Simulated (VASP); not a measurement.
# Au (Im-3m) in VASP: notebook

Au is run at these levels: r2SCAN; tasks: single point.

Program: VASP 6.6.1. These are calculated values, not measurements. Logs are shortened: lines on timing, memory, paths and dates and some standing lists are left out, and cuts for length are marked.

### Step 1. The cell of the first run

Symmetry: Im-3m, No. 229, cubic system. The conventional cell has a = 3.149 Å, b = 3.149 Å, c = 3.149 Å, α = 90.00°, β = 90.00°, γ = 90.00°. Au (site symmetry m-3m) has 14 Au at 2.73 to 3.15 Å within 3.6 Å.

### Step 2. Single point, r2SCAN (strain -0.050 along x and y, -0.050 along z)

POSCAR reads:

```
Au
1.0
   -1.5744055500      1.5744055500      1.5744055500
    1.5744055500     -1.5744055500      1.5744055500
    1.5744055500      1.5744055500     -1.5744055500
Au
1
Direct
    0.0000000000      0.0000000000      0.0000000000
```

INCAR.step1 reads:

```
SYSTEM = Au
PREC     = Accurate       ! precision mode
ENCUT    = 520            ! plane-wave cutoff, eV
ISMEAR   = 0              ! smearing method
SIGMA    = 0.15           ! smearing width, eV
LREAL    = .False.        ! projectors in reciprocal space
LASPH    = .True.         ! aspherical terms in the spheres
NELM     = 60             ! most SCF steps
NBANDS   = 12             ! bands
GGA      = PE             ! functional
ALGO     = Normal         ! electronic algorithm
EDIFF    = 1E-4           ! SCF threshold, eV
LWAVE    = .True.         ! write WAVECAR
LCHARG   = .False.        ! write CHGCAR
```

INCAR.step2 reads:

```
SYSTEM = Au
PREC     = Accurate       ! precision mode
ENCUT    = 520            ! plane-wave cutoff, eV
EDIFF    = 1E-6           ! SCF threshold, eV
ISMEAR   = 0              ! smearing method
SIGMA    = 0.15           ! smearing width, eV
LREAL    = .False.        ! projectors in reciprocal space
LASPH    = .True.         ! aspherical terms in the spheres
NELM     = 60             ! most SCF steps
ALGO     = Normal         ! electronic algorithm
ISIF     = 2              ! what is computed and relaxed
LWAVE    = .False.        ! write WAVECAR
LCHARG   = .False.        ! write CHGCAR
METAGGA  = R2SCAN         ! meta-GGA
LMIXTAU  = .True.       
NBANDS   = 12             ! bands
ISTART   = 1
```

KPOINTS reads:

```
Automatic mesh
0
Gamma
  20 20 20
  0 0 0
```

Potentials or basis: VASP PAW PBE potentials, release 64 (Au).

The run is started by

```bash
> cat potpaw_PBE.64/Au/POTCAR > POTCAR
> cp INCAR.step1 INCAR
> mpirun -np 1 vasp_std > vasp.out
> cp INCAR.step2 INCAR
> mpirun -np 1 vasp_std > vasp.out
```

OUTCAR:

```text
SYSTEM = Au
   PREC = Accurate
   ENCUT = 520
   EDIFF = 1E-6
   ISMEAR = 0
   LREAL = .False.
   LASPH = .True.
   NELM = 60
   ISIF = 2
   METAGGA = R2SCAN
   ISTART = 1

 ion  position               nearest neighbor table
   1  0.000  0.000  0.000-

  LATTYP: Found a body centered cubic cell.
 ALAT       =     3.1488111000

  Lattice vectors:

 A1 = (  -1.5744055500,   1.5744055500,   1.5744055500)
 A2 = (   1.5744055500,  -1.5744055500,   1.5744055500)
 A3 = (   1.5744055500,   1.5744055500,  -1.5744055500)

Analysis of symmetry for initial positions (statically):
=====================================================================
 Subroutine PRICEL returns:
 Original cell was already a primitive cell.

 Routine SETGRP: Setting up the symmetry group for a
 body centered cubic supercell.

 Subroutine GETGRP returns: Found 48 space group operations
[... 9 lines left out ...]

 Routine SETGRP: Setting up the symmetry group for a
 body centered cubic supercell.

 Subroutine GETGRP returns: Found 48 space group operations
[... 11 lines left out ...]
                                     Primitive cell

  volume of cell :      15.6102

  direct lattice vectors                    reciprocal lattice vectors
    -1.574405550  1.574405550  1.574405550     0.000000000  0.317580181  0.317580181
     1.574405550 -1.574405550  1.574405550     0.317580181  0.000000000  0.317580181
     1.574405550  1.574405550 -1.574405550     0.317580181  0.317580181  0.000000000

  length of vectors
     2.726950404  2.726950404  2.726950404     0.449126200  0.449126200  0.449126200

  position of ions in fractional coordinates (direct lattice)
     0.000000000  0.000000000  0.000000000

  ion indices of the primitive-cell ions
   primitive index   ion index
                 1           1

----------------------------------------------------------------------------------------

 KPOINTS: Automatic mesh

Automatic generation of k-mesh.
 Grid dimensions read from file:
 generate k-points for:   20   20   20

 Generating k-lattice:

  Cartesian coordinates                     Fractional coordinates (reciprocal lattice)
     0.000000000  0.015879009  0.015879009     0.050000000  0.000000000  0.000000000
     0.015879009  0.000000000  0.015879009     0.000000000  0.050000000  0.000000000
     0.015879009  0.015879009  0.000000000     0.000000000  0.000000000  0.050000000

  Length of vectors
     0.022456310  0.022456310  0.022456310

  Shift w.r.t. Gamma in fractional coordinates (k-lattice)
     0.000000000  0.000000000  0.000000000

 Subroutine IBZKPT returns following result:
 ===========================================

 Found    256 irreducible k-points:

 Following reciprocal coordinates:
            Coordinates               Weight
  0.000000  0.000000  0.000000      1.000000
  0.050000  0.000000  0.000000     12.000000
  0.100000  0.000000  0.000000     12.000000
  0.150000  0.000000  0.000000     12.000000
  0.200000  0.000000  0.000000     12.000000
  0.250000  0.000000  0.000000     12.000000
[... 16 lines left out ...]
  0.200000  0.100000 -0.000000     48.000000
  0.250000  0.100000  0.000000     48.000000
 [... further k-points ...]
   k-points           NKPTS =    256   k-points in BZ     NKDIM =    256   number of bands    NBANDS=     12
   number of dos      NEDOS =    301   number of ions     NIONS =      1
   total plane-waves  NPLWV =   8000
   dimension x,y,z NGX =    20 NGY =   20 NGZ =   20
   dimension x,y,z NGXF=    40 NGYF=   40 NGZF=   40
   ions per type =               1
   NGX,Y,Z   is equivalent  to a cutoff of  12.19, 12.19, 12.19 a.u.
   NGXF,Y,Z  is equivalent  to a cutoff of  24.39, 24.39, 24.39 a.u.
 SYSTEM =  Au
   PREC   = accura    normal or accurate (medium, high low for compatibility)
   ISTART =      1    job   : 0-new  1-cont  2-samecut
   ICHARG =      0    charge: 1-file 2-atom 10-const
   ISPIN  =      1    spin polarized calculation?
   LNONCOLLINEAR =      F non collinear calculations
   LSORBIT =      F    spin-orbit coupling
   LASPH  =      T    aspherical Exc in radial PAW
   ENCUT  =  520.0 eV  38.22 Ry    6.18 a.u.   5.07  5.07  5.07*2*pi/ulx,y,z
   NELM   =     60;   NELMIN=  2; NELMDL=  0     # of ELM steps
   EDIFF  = 0.1E-05   stopping-criterion for ELM
   LREAL  =      F    real-space projection
   EDIFFG = 0.1E-04   stopping-criterion for IOM
   NSW    =      0    number of steps for IOM
   IBRION =     -1    ionic relax: 0-MD 1-quasi-New 2-CG
   NFREE  =      0    steps in history (QN), initial steepest desc. (CG)
   ISIF   =      2    stress and relaxation
   ISYM   =      2    0-nonsym 1-usesym 2-fastsym
   POTIM  = 0.5000    time-step for ionic-motion
   TEBEG  =    0.0;   TEEND  =   0.0 temperature during run
   PSTRESS=    0.0 pullay stress
   NELECT =      11.0000    total number of electrons
   NUPDOWN=      -1.0000    fix difference up-down
   EMIN   =  10.00;   EMAX   =-10.00  energy-range for DOS
   EFERMI =   0.00;   METHOD = LEGACY
   ISMEAR =     0;   SIGMA  =   0.15  broadening in eV -4-tet -1-fermi 0-gaus
   EFERMI_NEDOS =   21; number of points for ismear=-14 and -15
   IALGO  =     38    algorithm
   IMIX   =      4    mixing-type and parameters
     AMIX     =   0.40;   BMIX     =  1.00
     AMIX_MAG =   1.60;   BMIX_MAG =  1.00
  volume/ion in A,a.u.               =      15.61       105.34
  Fermi-wavevector in a.u.,A,eV,Ry     =   1.456808  2.752969 28.875520  2.122291
  Thomas-Fermi vector in A             =   2.573683
   LORBIT       =      0    0 simple, 1 ext, 2 COOP (PROOUT), +10 PAW based schemes
   METAGGA = R2SCAN    functional components
   LHFCALC =     F    Hartree Fock is set to
   AEXX    =    0.0000 exact exchange contribution
   IVDW    =     0    specifies the selected vdW correction
   LEPSILON=     F    determine dielectric tensor
   LRPA    =     F    only Hartree local field effects (RPA)
 non-spin polarized calculation
 Gauss-broadening in eV      SIGMA  =   0.15
  energy-cutoff  :      520.00
  volume of cell :       15.61
 maximum number of plane-waves:       432
   NGX = 11   NGY = 11   NGZ = 11

 number of electron      10.9999996 magnetization

 Free energy of the ion-electron system (eV)
  ---------------------------------------------------
  ext. energy  EPLUGINS =         0.00000000
  ---------------------------------------------------
  free energy    TOTEN  =       -50.43161780 eV

  energy without entropy =      -50.42971237  energy(sigma->0) =      -50.43066509

 E-fermi :  10.9082     XC(G=0): -14.2600

 val. band max:       10.8169773694   @ k =  -0.4000   0.4000   0.2000
 cond. band min:      10.9838886370   @ k =   0.4000   0.1000  -0.0000
 fundamental gap:      0.1669112676
 Fermi energy:        10.9081937012

 k-point     1 :       0.0000    0.0000    0.0000
  band No.  band energies     occupation
      1      -0.2264      2.00000
      2       5.1789      2.00000
      3       5.1789      2.00000
      4       5.1789      2.00000
      5       7.4631      2.00000
      6       7.4631      2.00000
      7      28.2737      0.00000
      8      28.2737      0.00000
      9      28.2737      0.00000
     10      37.9278      0.00000
     11      37.9278      0.00000
     12      37.9278      0.00000

 k-point     2 :       0.0500    0.0000    0.0000
  band No.  band energies     occupation
      1      -0.1219      2.00000
      2       5.1429      2.00000
      3       5.1819      2.00000
      4       5.2570      2.00000
      5       7.4180      2.00000
      6       7.4654      2.00000
      7      28.3101      0.00000
      8      28.3133      0.00000
      9      28.4156      0.00000
     10      36.1686      0.00000
     11      36.5305      0.00000
     12      37.5800      0.00000

 k-point     3 :       0.1000    0.0000    0.0000
  band No.  band energies     occupation
      1       0.1844      2.00000
      2       5.0399      2.00000
      3       5.1879      2.00000
      4       5.4881      2.00000
      5       7.3035      2.00000
      6       7.4728      2.00000
      7      28.2968      0.00000
      8      28.3669      0.00000
      9      28.8323      0.00000
     10      34.6591      0.00000
     11      34.7316      0.00000
     12      36.5946      0.00000

 k-point     4 :       0.1500    0.0000    0.0000
  band No.  band energies     occupation
      1       0.6670      2.00000
      2       4.8835      2.00000
      3       5.1951      2.00000
      4       5.8621      2.00000
      5       7.1735      2.00000
      6       7.4875      2.00000
      7      27.8115      0.00000
      8      28.2301      0.00000
      9      29.4984      0.00000
     10      33.3229      0.00000
     11      33.7547      0.00000
     12      35.1376      0.00000

 k-point     5 :       0.2000    0.0000    0.0000
  band No.  band energies     occupation
      1       1.2683      2.00000
      2       4.6926      2.00000
      3       5.2313      2.00000
      4       6.3616      2.00000
      5       7.0881      2.00000
      6       7.5113      2.00000
      7      26.4138      0.00000
      8      27.6958      0.00000
      9      30.3721      0.00000
     10      32.8481      0.00000
     11      33.4206      0.00000
     12      33.6855      0.00000
[... 228 lines left out ...]
      1       0.9483      2.00000
      2       4.8979      2.00000
      3       5.0229      2.00000
      4       6.1603      2.00000
      5       7.0744      2.00000
      6       7.5361      2.00000
      7      27.7332      0.00000
      8      28.0782      0.00000
      9      29.3744      0.00000
     10      31.7853      0.00000
     11      33.7587      0.00000
     12      35.7900      0.00000

 k-point    22 :       0.1500    0.1000   -0.0000
  band No.  band energies     occupation
      1       1.5381      2.00000
      2       4.7422      2.00000
      3       4.9744      2.00000
      4       6.7159      2.00000
      5       6.9828      2.00000
      6       7.5897      2.00000
      7      26.4836      0.00000
      8      27.2390      0.00000
      9      29.9359      0.00000
     10      30.5799      0.00000
     11      33.8772      0.00000
     12      35.9505      0.00000

 k-point    23 :       0.2000    0.1000   -0.0000
  band No.  band energies     occupation
      1       2.1400      2.00000
      2       4.5474      2.00000
      3       5.0556      2.00000
      4       6.9634      2.00000
      5       7.3780      2.00000
      6       7.6626      2.00000
      7      24.3815      0.00000
      8      26.4515      0.00000
      9      29.2853      0.00000
     10      30.9075      0.00000
     11      34.6115      0.00000
     12      35.9666      0.00000

 k-point    24 :       0.2500    0.1000    0.0000
  band No.  band energies     occupation
      1       2.5748      2.00000
      2       4.3558      2.00000
      3       5.4001      2.00000
      4       7.0328      2.00000
      5       7.6667      2.00000
      6       8.2031      2.00000
      7      22.0981      0.00000
      8      25.6106      0.00000
      9      28.1735      0.00000
     10      31.8521      0.00000
     11      35.4148      0.00000
     12      36.0385      0.00000

 [... further k-points ...]
[... 5 lines left out ...]
  --------------------------------------------------------------------------------------
  -------------------------------------------------------------------------------------
  Total        2.5681920      2.5681920      2.5681920     -0.0000000      0.0000000     -0.0000000
  in kB      263.5895838    263.5895838    263.5895838     -0.0000000      0.0000000     -0.0000000
  external PRESSURE =     263.5895838 kB  Pullay stress =       0.0000000 kB

 VOLUME and BASIS-vectors are now :
 -----------------------------------------------------------------------------
  energy-cutoff  :      520.00
  volume of cell :       15.61
      direct lattice vectors                 reciprocal lattice vectors
    -1.574405550  1.574405550  1.574405550     0.000000000  0.317580181  0.317580181
     1.574405550 -1.574405550  1.574405550     0.317580181  0.000000000  0.317580181
     1.574405550  1.574405550 -1.574405550     0.317580181  0.317580181  0.000000000

 POSITION                                       TOTAL-FORCE (eV/Angst)
 -----------------------------------------------------------------------------------
      0.00000      0.00000      0.00000         0.000000      0.000000      0.000000
 -----------------------------------------------------------------------------------
    total drift:                                0.000000      0.000000      0.000000

  FREE ENERGIE OF THE ION-ELECTRON SYSTEM (eV)
  ---------------------------------------------------
  free  energy   TOTEN  =       -50.4316178035 eV

  energy  without entropy=      -50.4297123698  energy(sigma->0) =      -50.43066509
```

Run time: 72 s. Hardware: 1 thread of Intel Xeon Platinum 8559C (Emerald Rapids), shared host; peak memory 0.16 GiB.

Results:

| Property | Result |
| --- | --- |
| Free energy | -50.4316 eV |
| Pressure | 26.4 GPa |

Caveat: the cell differs from its parent crystal (strain -0.050 along x and y, -0.050 along z); the PAW data sets were made with another functional, which shifts forces and pressure a little; spin-orbit coupling is left out, which moves the levels of the heavy elements.

### Step 3. Single point, r2SCAN (strain +0.050 along x and y, +0.050 along z)

POSCAR reads:

```
Au
1.0
   -1.7401324500      1.7401324500      1.7401324500
    1.7401324500     -1.7401324500      1.7401324500
    1.7401324500      1.7401324500     -1.7401324500
Au
1
Direct
    0.0000000000      0.0000000000      0.0000000000
```

INCAR.step1 reads:

```
PREC = Accurate
ENCUT = 520
ISMEAR = 0
SIGMA = 0.15
LREAL = False
LASPH = True
NELM = 100
NBANDS = 12
GGA = PE
ALGO = Normal
EDIFF = 1E-4
LWAVE = True
LCHARG = False
```

INCAR.step2 reads:

```
PREC = Accurate
ENCUT = 520
EDIFF = 1E-6
ISMEAR = 0
SIGMA = 0.15
LREAL = False
LASPH = True
NELM = 100
ALGO = Normal
ISIF = 2
LWAVE = False
LCHARG = False
METAGGA = R2SCAN
LMIXTAU = True
NBANDS = 12
ISTART = 1
```

KPOINTS reads:

```
regular mesh
0
Gamma
  20 20 20
```

Potentials or basis: VASP PAW PBE potentials, release 64 (Au).

The run is started by

```bash
> cat potpaw_PBE.64/Au/POTCAR > POTCAR
> cp INCAR.step1 INCAR
> mpirun -np 1 vasp_std > vasp.out
> cp INCAR.step2 INCAR
> mpirun -np 1 vasp_std > vasp.out
```

Wall time 80 s (1 thread of Intel Xeon Platinum 8559C (Emerald Rapids), shared host); peak memory 0.19 GiB.

It converged, with:

| Property | Result |
| --- | --- |
| Free energy | -50.3684 eV |
| Pressure | -15.8 GPa |

Levels at points of the mesh, in eV from the Fermi level:
| k point | band 3 | band 4 | band 5 | band 6 | band 7 | band 8 |
| --- | --- | --- | --- | --- | --- | --- |
| (0.00, 0.00, 0.00) | -4.16 | -4.16 | -2.77 | -2.77 | 17.08 | 17.08 |
| (0.50, 0.00, 0.00) | -2.89 | -2.66 | -1.68 | 0.35 | 2.48 | 12.67 |
| (0.50, 0.50, 0.50) | -1.94 | -1.94 | -1.94 | 6.34 | 6.34 | 6.34 |

Caveat: the cell differs from its parent crystal (strain +0.050 along x and y, +0.050 along z); the PAW data sets were made with another functional, which shifts forces and pressure a little; spin-orbit coupling is left out, which moves the levels of the heavy elements.
